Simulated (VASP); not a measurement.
# Zr (P-1) in VASP: electric field gradients with PBE

Aim: the electric field gradients of Zr with PBE.

All numbers are computed with VASP 6.6.1; they aren't measurements. Logs are shortened: lines on timing, memory, paths and dates and some standing lists are left out, and cuts for length are marked.

## 1. The cell of the first run

The typed cell holds 2 atoms: a = 3.241 Å, b = 3.296 Å, c = 5.174 Å, α = 90.82°, β = 92.27°, γ = 121.69°.

## 2. Electric field gradients, PBE (equal xy, yz and zx shear strains of -4 %)

File INCAR:

```
SYSTEM = Zr
PREC = Accurate
ENCUT = 520
EDIFF = 1E-8
ISMEAR = -1
SIGMA = 0.05
LREAL = .FALSE.
LASPH = .TRUE.
NELM = 80
ALGO = Normal
ISIF = 2
LWAVE = .FALSE.
LCHARG = .FALSE.
GGA = PE
LEFG = .TRUE.
NBANDS = 19
```

File KPOINTS:

```
regular mesh
0
G
  12 12 7
  0 0 0
```

File POSCAR:

```
Zr
1.0
    3.2392314131     -0.0647846283     -0.0647846283
   -1.6757208404      2.8376490066     -0.0237128197
   -0.1034444000     -0.1034444000      5.1722200000
Zr
2
Direct
    0.3333333333      0.6666666667      0.2500000000
    0.6666666667      0.3333333333      0.7500000000
```

Potentials or basis: VASP PAW PBE potentials, release 64 (Zr_sv).

On the command line:

```bash
> cat potpaw_PBE.64/Zr_sv/POTCAR > POTCAR
> mpirun -np 1 vasp_std > vasp.out
```

OUTCAR:

```text
SYSTEM = Zr
   PREC = Accurate
   ENCUT = 520
   EDIFF = 1E-8
   ISMEAR = -1
   LREAL = .FALSE.
   LASPH = .TRUE.
   NELM = 80
   ISIF = 2
   GGA = PE

 ion  position               nearest neighbor table
   1  0.333  0.667  0.250-   2 3.09   2 3.13   2 3.19   2 3.23   2 3.25   2 3.26
   2  0.667  0.333  0.750-   1 3.09   1 3.13   1 3.19   1 3.23   1 3.25   1 3.26

  LATTYP: Found a triclinic cell.
 ALAT       =     3.1845209953
 B/A-ratio  =     1.0348749667
 C/A-ratio  =     1.6248247325
 COS(alpha) =     0.0142410740
 COS(beta)  =     0.0550019608
 COS(gamma) =     0.5002938189

  Lattice vectors:

 A1 = (  -1.5635105727,  -2.7728643783,   0.0884974480)
 A2 = (   1.6757208404,  -2.8376490066,   0.0237128197)
 A3 = (  -0.1034444000,  -0.1034444000,   5.1722200000)

Analysis of symmetry for initial positions (statically):
=====================================================================
 Subroutine PRICEL returns:
 Original cell was already a primitive cell.

 Routine SETGRP: Setting up the symmetry group for a
 triclinic supercell.

 Subroutine GETGRP returns: Found  2 space group operations
 (whereof  2 operations were pure point group operations)
 out of a pool of  2 trial point group operations.

The static configuration has the point symmetry S_2 .

Analysis of symmetry for dynamics (positions and initial velocities):
=====================================================================
 Subroutine PRICEL returns:
 Original cell was already a primitive cell.

 Routine SETGRP: Setting up the symmetry group for a
 triclinic supercell.

 Subroutine GETGRP returns: Found  2 space group operations
 (whereof  2 operations were pure point group operations)
 out of a pool of  2 trial point group operations.

The dynamic configuration has the point symmetry S_2 .

 Subroutine INISYM returns: Found  2 space group operations
 (whereof  2 operations are pure point group operations),
 and found     1 'primitive' translations

----------------------------------------------------------------------------------------

                                     Primitive cell

  volume of cell :      46.9422

  direct lattice vectors                    reciprocal lattice vectors
     3.239231413 -0.064784628 -0.064784628     0.312607884  0.184687885  0.009945915
    -1.675720840  2.837649007 -0.023712820     0.007280915  0.356764854  0.007280915
    -0.103444400 -0.103444400  5.172220000     0.003948950  0.003948950  0.193498535

  length of vectors
     3.240526847  3.295581059  5.174288474     0.363224758  0.356913413  0.193579109

  position of ions in fractional coordinates (direct lattice)
     0.333333333  0.666666667  0.250000000
     0.666666667  0.333333333  0.750000000

  ion indices of the primitive-cell ions
   primitive index   ion index
                 1           1
                 2           2

----------------------------------------------------------------------------------------

 KPOINTS: regular mesh

Automatic generation of k-mesh.
 Grid dimensions read from file:
 generate k-points for:   12   12    7

 Generating k-lattice:

  Cartesian coordinates                     Fractional coordinates (reciprocal lattice)
     0.026050657  0.015390657  0.000828826     0.083333333 -0.000000000  0.000000000
     0.000606743  0.029730404  0.000606743     0.000000000  0.083333333  0.000000000
     0.000564136  0.000564136  0.027642648     0.000000000  0.000000000  0.142857143

  Length of vectors
     0.030268730  0.029742784  0.027654158

  Shift w.r.t. Gamma in fractional coordinates (k-lattice)
     0.000000000  0.000000000  0.000000000

 Subroutine IBZKPT returns following result:
 ===========================================

 Found    506 irreducible k-points:

 Following reciprocal coordinates:
            Coordinates               Weight
  0.000000  0.000000  0.000000      1.000000
  0.083333 -0.000000  0.000000      2.000000
  0.166667 -0.000000  0.000000      2.000000
  0.250000 -0.000000 -0.000000      2.000000
  0.333333 -0.000000 -0.000000      2.000000
  0.416667 -0.000000  0.000000      2.000000
[... 16 lines left out ...]
  0.250000  0.166667 -0.000000      2.000000
  0.333333  0.166667 -0.000000      2.000000
 [... further k-points ...]
   k-points           NKPTS =    506   k-points in BZ     NKDIM =    506   number of bands    NBANDS=     19
   number of dos      NEDOS =    301   number of ions     NIONS =      2
   total plane-waves  NPLWV =  26880
   dimension x,y,z NGX =    24 NGY =   28 NGZ =   40
   dimension x,y,z NGXF=    48 NGYF=   56 NGZF=   80
   ions per type =               2
   NGX,Y,Z   is equivalent  to a cutoff of  12.31, 14.12, 12.85 a.u.
   NGXF,Y,Z  is equivalent  to a cutoff of  24.63, 28.25, 25.70 a.u.
 SYSTEM =  Zr
   PREC   = accura    normal or accurate (medium, high low for compatibility)
   ISTART =      0    job   : 0-new  1-cont  2-samecut
   ICHARG =      2    charge: 1-file 2-atom 10-const
   ISPIN  =      1    spin polarized calculation?
   LNONCOLLINEAR =      F non collinear calculations
   LSORBIT =      F    spin-orbit coupling
   LASPH  =      T    aspherical Exc in radial PAW
   ENCUT  =  520.0 eV  38.22 Ry    6.18 a.u.   6.03  6.13  9.62*2*pi/ulx,y,z
   NELM   =     80;   NELMIN=  2; NELMDL= -5     # of ELM steps
   EDIFF  = 0.1E-07   stopping-criterion for ELM
   LREAL  =      F    real-space projection
   EDIFFG = 0.1E-06   stopping-criterion for IOM
   NSW    =      0    number of steps for IOM
   IBRION =     -1    ionic relax: 0-MD 1-quasi-New 2-CG
   NFREE  =      0    steps in history (QN), initial steepest desc. (CG)
   ISIF   =      2    stress and relaxation
   ISYM   =      2    0-nonsym 1-usesym 2-fastsym
   POTIM  = 0.5000    time-step for ionic-motion
   TEBEG  =    0.0;   TEEND  =   0.0 temperature during run
   PSTRESS=    0.0 pullay stress
   NELECT =      24.0000    total number of electrons
   NUPDOWN=      -1.0000    fix difference up-down
   EMIN   =  10.00;   EMAX   =-10.00  energy-range for DOS
   EFERMI =   0.00;   METHOD = LEGACY
   ISMEAR =    -1;   SIGMA  =   0.05  broadening in eV -4-tet -1-fermi 0-gaus
   EFERMI_NEDOS =   21; number of points for ismear=-14 and -15
   IALGO  =     38    algorithm
   IMIX   =      4    mixing-type and parameters
     AMIX     =   0.40;   BMIX     =  1.00
     AMIX_MAG =   1.60;   BMIX_MAG =  1.00
  volume/ion in A,a.u.               =      23.47       158.39
  Fermi-wavevector in a.u.,A,eV,Ry     =   1.309054  2.473753 23.315244  1.713622
  Thomas-Fermi vector in A             =   2.439679
   LORBIT       =      0    0 simple, 1 ext, 2 COOP (PROOUT), +10 PAW based schemes
   GGA     = PE    functional components
   LHFCALC =     F    Hartree Fock is set to
   AEXX    =    0.0000 exact exchange contribution
   IVDW    =     0    specifies the selected vdW correction
   LEPSILON=     F    determine dielectric tensor
   LRPA    =     F    only Hartree local field effects (RPA)
 non-spin polarized calculation
  energy-cutoff  :      520.00
  volume of cell :       46.94
 maximum number of plane-waves:      1284
   NGX = 13   NGY = 13   NGZ = 19

 number of electron      24.0000000 magnetization

 Free energy of the ion-electron system (eV)
  ---------------------------------------------------
  ext. energy  EPLUGINS =         0.00000000
  ---------------------------------------------------
  free energy    TOTEN  =       -17.02195400 eV

  energy without entropy =      -17.00334428  energy(sigma->0) =      -17.01264914

 E-fermi :   8.8773     XC(G=0): -11.0438

 val. band max:        8.8772698975   @ k =   0.3333   0.3333   0.2857
 cond. band min:       8.8776668457   @ k =   0.4167   0.4167   0.4286
 fundamental gap:      0.0003969481
 Fermi energy:         8.8773316132

 k-point     1 :       0.0000    0.0000    0.0000
  band No.  band energies     occupation
      1     -39.9502      2.00000
      2     -39.7993      2.00000
      3     -18.4637      2.00000
      4     -17.6331      2.00000
      5     -17.5803      2.00000
      6     -17.4982      2.00000
[... 11 lines left out ...]
     18      11.2147      0.00000
     19      13.1867      0.00000
[... 485 lines left out ...]
 k-point    24 :       0.3333    0.1667   -0.0000
  band No.  band energies     occupation
      1     -39.8078      2.00000
      2     -39.7648      2.00000
      3     -18.2308      2.00000
      4     -18.1007      2.00000
      5     -18.0129      2.00000
      6     -17.8858      2.00000
[... 11 lines left out ...]
     18      13.8001      0.00000
     19      14.9436      0.00000

 [... further k-points ...]

------------------------ aborting loop because EDIFF is reached ----------------------------------------

  FORCE on cell =-STRESS in cart. coord.  units (eV):
  Direction    XX          YY          ZZ          XY          YZ          ZX
  --------------------------------------------------------------------------------------
  -------------------------------------------------------------------------------------
  Total       -0.1365894     -0.1061815     -0.0512872      0.5693069      0.3381716      0.3479706
  in kB       -4.6619168     -3.6240663     -1.7504764     19.4309443     11.5420944     11.8765407
  external PRESSURE =      -3.3454865 kB  Pullay stress =       0.0000000 kB

 VOLUME and BASIS-vectors are now :
 -----------------------------------------------------------------------------
  energy-cutoff  :      520.00
  volume of cell :       46.94
      direct lattice vectors                 reciprocal lattice vectors
     3.239231413 -0.064784628 -0.064784628     0.312607884  0.184687885  0.009945915
    -1.675720840  2.837649007 -0.023712820     0.007280915  0.356764854  0.007280915
    -0.103444400 -0.103444400  5.172220000     0.003948950  0.003948950  0.193498535

 POSITION                                       TOTAL-FORCE (eV/Angst)
 -----------------------------------------------------------------------------------
     -0.06326      1.84431      1.25565         0.081242      0.006598      0.032001
      1.52333      0.82511      3.82807        -0.081242     -0.006598     -0.032001
 -----------------------------------------------------------------------------------
    total drift:                               -0.000000      0.000000     -0.000000

  FREE ENERGIE OF THE ION-ELECTRON SYSTEM (eV)
  ---------------------------------------------------
  free  energy   TOTEN  =       -17.0219539982 eV

  energy  without entropy=      -17.0033442826  energy(sigma->0) =      -17.01264914

 Electric field gradients (V/A^2)
---------------------------------------------------------------------
 ion       V_xx      V_yy      V_zz      V_xy      V_xz      V_yz
---------------------------------------------------------------------
   1     -20.109   -19.126    39.235     5.347     9.535     9.718
   2     -20.109   -19.126    39.235     5.347     9.535     9.718
---------------------------------------------------------------------

 Electric field gradients after diagonalization (V/A^2)
 (convention: |V_zz| > |V_xx| > |V_yy|)
----------------------------------------------------------------------
 ion       V_xx      V_yy      V_zz     asymmetry (V_yy - V_xx)/ V_zz
----------------------------------------------------------------------
   1     -24.992   -17.508    42.501       0.176
   2     -24.992   -17.508    42.501       0.176
----------------------------------------------------------------------

           NMR quadrupolar parameters

 Cq : quadrupolar parameter    Cq=e*Q*V_zz/h
 eta: asymmetry parameters     (V_yy - V_xx)/ V_zz
 Q  : nuclear electric quadrupole moment in mb (millibarn)
----------------------------------------------------------------------
 ion       Cq(MHz)       eta       Q (mb)
----------------------------------------------------------------------
   1       0.103       0.176       1.000
   2       0.103       0.176       1.000
----------------------------------------------------------------------
```

Run time: 2.8 min. Hardware: 1 thread of Intel Xeon 6975P-C (Granite Rapids), shared host; peak memory 0.45 GiB.

What came out:

| Item | Value |
| --- | --- |
| Free energy | -17.0220 eV |
| Pressure | -0.3 GPa |
| Largest force | 0.088 eV/Å |
| Band gap on the k mesh | zero (bands 12 and 13 overlap by 1.24 eV) |
| Largest electric field gradient by atom | Zr +42.5 V/Å² |

Forces on the atoms (eV/Å):
```
Zr   0.081  0.007  0.032
Zr  -0.081 -0.007 -0.032
```

Stress tensor (GPa, compression positive):
```
-0.47  1.94  1.19
 1.94 -0.36  1.15
 1.19  1.15 -0.18
```

Electric field gradients, principal values (V/Å²):
```tsv
atom	least	middle	greatest (by size)
1 Zr	-17.508	-24.992	42.501
2 Zr	-17.508	-24.992	42.501
```

Caveat: the cell differs from its parent crystal (equal xy, yz and zx shear strains of -4 %); without QUAD_EFG the Cq values of the log hold for a quadrupole moment of 1 mb, not for the nuclei.
